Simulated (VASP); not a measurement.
# MgO (Fm-3m) in VASP: elastic constants with PBEsol

Aim: the elastic constants of MgO with PBEsol.

Program: VASP 6.6.1. These are calculated values, not measurements. Logs are shortened: lines on timing, memory, paths and dates and some standing lists are left out, and cuts for length are marked.

## (1) The cell of the first run

It takes space group Fm-3m (No. 225, cubic). Conventional cell: a = 4.214 Å, b = 4.214 Å, c = 4.214 Å, α = 90.00°, β = 90.00°, γ = 90.00°. Within 2.8 Å of Mg (site symmetry m-3m) lie 6 O at 2.11 Å. O (site symmetry m-3m) has 6 Mg at 2.11 Å within 2.8 Å.

## (2) Elastic constants, PBEsol

The input, INCAR:

```
  PREC = Accurate
  ENCUT = 600
  EDIFF = 1E-8
  ISMEAR = 0
  SIGMA = 0.01
  LREAL = F
  LASPH = T
  NELM = 80
  ALGO = Normal
  ISIF = 3
  LWAVE = F
  LCHARG = T
  GGA = PS
  IBRION = 6
  NFREE = 2
  POTIM = 0.015
  NSW = 1
```

The input, KPOINTS:

```
Automatic mesh
0
Gamma
  10 10 10
```

The input, POSCAR:

```
MgO
1.0
    2.1071397563      2.1071397563      0.0000000000
   -2.1071397563      2.1071397563      0.0000000000
    0.0000000000      2.1071397563      2.1071397563
Mg O
1 1
Direct
    0.0000000000      0.0000000000      0.0000000000
    0.5000000000      0.5000000000      0.0000000000
```

Potentials or basis: VASP PAW PBE potentials, release 64 (Mg, O).

Command:

```console
$ cat potpaw_PBE.64/Mg/POTCAR potpaw_PBE.64/O/POTCAR > POTCAR
$ mpirun -np 1 vasp_std > vasp.out
```

OUTCAR:

```text
PREC = Accurate
   ENCUT = 600
   EDIFF = 1E-8
   ISMEAR = 0
   LREAL = F
   LASPH = T
   NELM = 80
   ISIF = 3
   GGA = PS
   IBRION = 6
   NFREE = 2
   POTIM = 0.015
   NSW = 1

 ion  position               nearest neighbor table
   1  0.000  0.000  0.000-   2 2.11   2 2.11   2 2.11   2 2.11   2 2.11   2 2.11
   2  0.500  0.500  0.000-   1 2.11   1 2.11   1 2.11   1 2.11   1 2.11   1 2.11

  LATTYP: Found a face centered cubic cell.
 ALAT       =     4.2142795126

  Lattice vectors:

 A1 = (   0.0000000000,   2.1071397563,   2.1071397563)
 A2 = (   2.1071397563,   0.0000000000,   2.1071397563)
 A3 = (   2.1071397563,   2.1071397563,   0.0000000000)

Analysis of symmetry for initial positions (statically):
=====================================================================
 Subroutine PRICEL returns:
 Original cell was already a primitive cell.

 Routine SETGRP: Setting up the symmetry group for a
 face centered cubic supercell.

 Subroutine GETGRP returns: Found 48 space group operations
 (whereof 48 operations were pure point group operations)
 out of a pool of 48 trial point group operations.

The static configuration has the point symmetry O_h .

Analysis of symmetry for dynamics (positions and initial velocities):
=====================================================================
 Subroutine PRICEL returns:
 Original cell was already a primitive cell.

 Routine SETGRP: Setting up the symmetry group for a
 face centered cubic supercell.

 Subroutine GETGRP returns: Found 48 space group operations
 (whereof 48 operations were pure point group operations)
 out of a pool of 48 trial point group operations.

The dynamic configuration has the point symmetry O_h .

 Subroutine INISYM returns: Found 48 space group operations
 (whereof 48 operations are pure point group operations),
 and found     1 'primitive' translations

----------------------------------------------------------------------------------------

                                     Primitive cell

  volume of cell :      18.7116

  direct lattice vectors                    reciprocal lattice vectors
     2.107139756  2.107139756  0.000000000     0.237288485  0.237288485 -0.237288485
    -2.107139756  2.107139756  0.000000000    -0.237288485  0.237288485 -0.237288485
     0.000000000  2.107139756  2.107139756     0.000000000  0.000000000  0.474576970

  length of vectors
     2.979945621  2.979945621  2.979945621     0.410995712  0.410995712  0.474576970

  position of ions in fractional coordinates (direct lattice)
     0.000000000  0.000000000  0.000000000
     0.500000000  0.500000000  0.000000000

  ion indices of the primitive-cell ions
   primitive index   ion index
                 1           1
                 2           2

----------------------------------------------------------------------------------------

 KPOINTS: Automatic mesh

Automatic generation of k-mesh.
 Grid dimensions read from file:
 generate k-points for:   10   10   10

 Generating k-lattice:

  Cartesian coordinates                     Fractional coordinates (reciprocal lattice)
     0.023728848  0.023728848 -0.023728848     0.100000000  0.000000000  0.000000000
    -0.023728848  0.023728848 -0.023728848     0.000000000  0.100000000  0.000000000
     0.000000000  0.000000000  0.047457697     0.000000000  0.000000000  0.100000000

  Length of vectors
     0.041099571  0.041099571  0.047457697

  Shift w.r.t. Gamma in fractional coordinates (k-lattice)
     0.000000000  0.000000000  0.000000000

 Subroutine IBZKPT returns following result:
 ===========================================

 Found     47 irreducible k-points:

 Following reciprocal coordinates:
            Coordinates               Weight
  0.000000  0.000000  0.000000      1.000000
  0.100000  0.000000  0.000000      8.000000
  0.200000  0.000000  0.000000      8.000000
  0.300000  0.000000  0.000000      8.000000
  0.400000  0.000000  0.000000      8.000000
  0.500000  0.000000  0.000000      4.000000
[... 16 lines left out ...]
  0.300000  0.300000  0.000000     12.000000
  0.400000  0.300000  0.000000     24.000000
 [... further k-points ...]
[... 31 lines left out ...]
   EMIN   =  10.00;   EMAX   =-10.00  energy-range for DOS
   EFERMI =   0.00;   METHOD = LEGACY
   ISMEAR =     0;   SIGMA  =   0.01  broadening in eV -4-tet -1-fermi 0-gaus
   EFERMI_NEDOS =   21; number of points for ismear=-14 and -15
   IALGO  =     38    algorithm
   IMIX   =      4    mixing-type and parameters
     AMIX     =   0.40;   BMIX     =  1.00
     AMIX_MAG =   1.60;   BMIX_MAG =  1.00
  volume/ion in A,a.u.               =       9.36        63.14
  Fermi-wavevector in a.u.,A,eV,Ry     =   1.233298  2.330596 20.694799  1.521025
  Thomas-Fermi vector in A             =   2.368034
   LORBIT       =      0    0 simple, 1 ext, 2 COOP (PROOUT), +10 PAW based schemes
   GGA     = PS    functional components
   LHFCALC =     F    Hartree Fock is set to
   AEXX    =    0.0000 exact exchange contribution
   IVDW    =     0    specifies the selected vdW correction
   LEPSILON=     F    determine dielectric tensor
   LRPA    =     F    only Hartree local field effects (RPA)
 finite differences with symmetry
 non-spin polarized calculation
 Gauss-broadening in eV      SIGMA  =   0.01
  energy-cutoff  :      600.00
  volume of cell :       18.71
 maximum number of plane-waves:       636
   NGX = 11   NGY = 11   NGZ = 11

--------------------------------------- Ionic step        1  -------------------------------------------

 number of electron       8.0000005 magnetization

 Free energy of the ion-electron system (eV)
  ---------------------------------------------------
  ext. energy  EPLUGINS =         0.00000000
  ---------------------------------------------------
  free energy    TOTEN  =       -12.51543974 eV

  energy without entropy =      -12.51543974  energy(sigma->0) =      -12.51543974

------------------------ aborting loop because EDIFF is reached ----------------------------------------

  FORCE on cell =-STRESS in cart. coord.  units (eV):
  Direction    XX          YY          ZZ          XY          YZ          ZX
  --------------------------------------------------------------------------------------
  -------------------------------------------------------------------------------------
  Total       -0.0852213     -0.0852213     -0.0852213      0.0000000     -0.0000000      0.0000000
  in kB       -7.2970713     -7.2970713     -7.2970713      0.0000000     -0.0000000      0.0000000
  external PRESSURE =      -7.2970713 kB  Pullay stress =       0.0000000 kB
[... 89 lines left out ...]
  FREE ENERGIE OF THE ION-ELECTRON SYSTEM (eV)
  ---------------------------------------------------
  free  energy   TOTEN  =       -12.5126206491 eV

  energy  without entropy=      -12.5126206491  energy(sigma->0) =      -12.51262065

[... ionic steps 4 to 14 ...]

--------------------------------------- Ionic step       15  -------------------------------------------

 number of electron       8.0000005 magnetization

------------------------ aborting loop because EDIFF is reached ----------------------------------------
[... 67 lines left out ...]
--------------------------------------- Ionic step       17  -------------------------------------------

 number of electron       8.0000002 magnetization

 Free energy of the ion-electron system (eV)
  ---------------------------------------------------
  ext. energy  EPLUGINS =         0.00000000
  ---------------------------------------------------
  free energy    TOTEN  =       -12.51483011 eV

  energy without entropy =      -12.51483011  energy(sigma->0) =      -12.51483011

 E-fermi :   3.1055     XC(G=0): -11.3022

 val. band max:        3.0533286085   @ k =   0.0000   0.0000   0.0000
 cond. band min:       7.6737254070   @ k =   0.0000   0.0000   0.0000
 fundamental gap:      4.6203967985
 Fermi energy:         3.1055037335

 k-point     1 :       0.0000    0.0000    0.0000
  band No.  band energies     occupation
      1     -14.1434      2.00000
      2       3.0530      2.00000
      3       3.0533      2.00000
      4       3.0533      2.00000
      5       7.6737      0.00000
      6      18.6795      0.00000
      7      18.6800      0.00000
      8      18.6800      0.00000
[... 243 lines left out ...]
 k-point    24 :       0.4000    0.3000    0.0000
  band No.  band energies     occupation
      1     -12.5938      2.00000
      2      -0.5495      2.00000
      3       0.3523      2.00000
      4       1.9981      2.00000
      5      13.0337      0.00000
      6      14.9995      0.00000
      7      15.5494      0.00000
      8      20.7103      0.00000

 [... further k-points ...]
[... 5 lines left out ...]
  --------------------------------------------------------------------------------------
  -------------------------------------------------------------------------------------
  Total       -0.0762379     -0.0855729     -0.0855729      0.0000000     -0.0000000      0.0000000
  in kB       -6.5278661     -7.3271804     -7.3271804      0.0000000     -0.0000000      0.0000000
  external PRESSURE =      -7.0607423 kB  Pullay stress =       0.0000000 kB
[... 17 lines left out ...]
  FREE ENERGIE OF THE ION-ELECTRON SYSTEM (eV)
  ---------------------------------------------------
  free  energy   TOTEN  =       -12.5148301147 eV

  energy  without entropy=      -12.5148301147  energy(sigma->0) =      -12.51483011

 INTERNAL STRAIN TENSORS FROM STRAINED CELLS
 ============================================

 INTERNAL STRAIN TENSOR FOR ION    1 for displacements in x,y,z  (eV/Angst):
          X           Y           Z          XY          YZ          ZX
  --------------------------------------------------------------------------------
  x     0.00000    -0.00000     0.00000    -0.00000     0.00000     0.00000
  y    -0.00000     0.00000     0.00000    -0.00000    -0.00000    -0.00000
  z     0.00000     0.00000     0.00000     0.00000     0.00000     0.00000

 INTERNAL STRAIN TENSORS FROM DISPLACED ATOMS
 ============================================

 INTERNAL STRAIN TENSOR FOR ION    1 for displacements in x,y,z  (eV/Angst):
          X           Y           Z          XY          YZ          ZX
  --------------------------------------------------------------------------------
  x     0.00000     0.00000     0.00000     0.00000     0.00000     0.00000
  y     0.00000     0.00000     0.00000     0.00000     0.00000     0.00000
  z     0.00000     0.00000     0.00000     0.00000     0.00000     0.00000

 INTERNAL STRAIN TENSOR FOR ION    2 for displacements in x,y,z  (eV/Angst):
          X           Y           Z          XY          YZ          ZX
  --------------------------------------------------------------------------------
  x     0.00000     0.00000     0.00000     0.00000     0.00000     0.00000
  y     0.00000     0.00000     0.00000     0.00000     0.00000     0.00000
  z     0.00000     0.00000     0.00000     0.00000     0.00000     0.00000

 Eigenvectors and eigenvalues of the dynamical matrix
 ----------------------------------------------------

   1 f  =   11.691857 THz    73.462104 2PiTHz  389.998370 cm-1    48.353613 meV
             X         Y         Z           dx          dy          dz
      0.000000  0.000000  0.000000    -0.629815   -0.000000   -0.000000
      0.000000  2.107140  0.000000     0.776745    0.000000   -0.000000
[... 21 lines left out ...]
   6 f/i=    0.003655 THz     0.022968 2PiTHz    0.121933 cm-1     0.015118 meV
             X         Y         Z           dx          dy          dz
      0.000000  0.000000  0.000000    -0.040987    0.706168   -0.320905
      0.000000  2.107140  0.000000    -0.033234    0.572588   -0.260202

--------------------------------------------------------------------------------------------------------

 ELASTIC MODULI CONTR FROM IONIC RELAXATION (kBar)
 Direction    XX          YY          ZZ          XY          YZ          ZX
 --------------------------------------------------------------------------------
 XX           0.0000      0.0000      0.0000      0.0000      0.0000      0.0000
 YY           0.0000      0.0000      0.0000      0.0000      0.0000      0.0000
 ZZ           0.0000      0.0000      0.0000      0.0000      0.0000      0.0000
 XY           0.0000      0.0000      0.0000      0.0000      0.0000      0.0000
 YZ           0.0000      0.0000      0.0000      0.0000      0.0000      0.0000
 ZX           0.0000      0.0000      0.0000      0.0000      0.0000      0.0000
 --------------------------------------------------------------------------------

 TOTAL ELASTIC MODULI (kBar)
 Direction    XX          YY          ZZ          XY          YZ          ZX
 --------------------------------------------------------------------------------
 XX        2944.1285    904.5797    904.5797     -0.0000     -0.0000      0.0000
 YY         904.5797   2944.1285    904.5797     -0.0000     -0.0000      0.0000
 ZZ         904.5797    904.5797   2944.1285     -0.0000     -0.0000     -0.0000
 XY          -0.0000     -0.0000     -0.0000   1453.2522      0.0000      0.0000
 YZ          -0.0000     -0.0000     -0.0000      0.0000   1453.2522      0.0000
 ZX           0.0000      0.0000     -0.0000      0.0000      0.0000   1453.2522
 --------------------------------------------------------------------------------
```

It took 6.1 min on 1 thread of Intel Xeon 8259CL, shared host; peak memory 0.24 GiB.

What came out:

```yaml
Elastic_constants_C11_C12_C44: 294, 90, 145 GPa
Voigt_bulk_modulus: 158 GPa
Highest_phonon_frequency_at_Γ_LO-TO_splitting_left_out: 390 cm⁻¹
```

Phonon frequencies in cm⁻¹ (negative: imaginary):
| q point | frequencies |
| --- | --- |
| (0.000, 0.000, 0.000) | 0 0 0 390 390 390 |

Elastic tensor in Voigt notation (GPa, in the Cartesian axes of the cell as first typed):
```
294  90  90   0   0   0
 90 294  90   0   0   0
 90  90 294   0   0   0
  0   0   0 145   0   0
  0   0   0   0 145   0
  0   0   0   0   0 145
```

Clamped-ion elastic tensor (GPa):
```
294  90  90   0   0   0
 90 294  90   0   0   0
 90  90 294   0   0   0
  0   0   0 145   0   0
  0   0   0   0 145   0
  0   0   0   0   0 145
```

Caveat: the PAW data sets were made with another functional, which shifts forces and pressure a little.
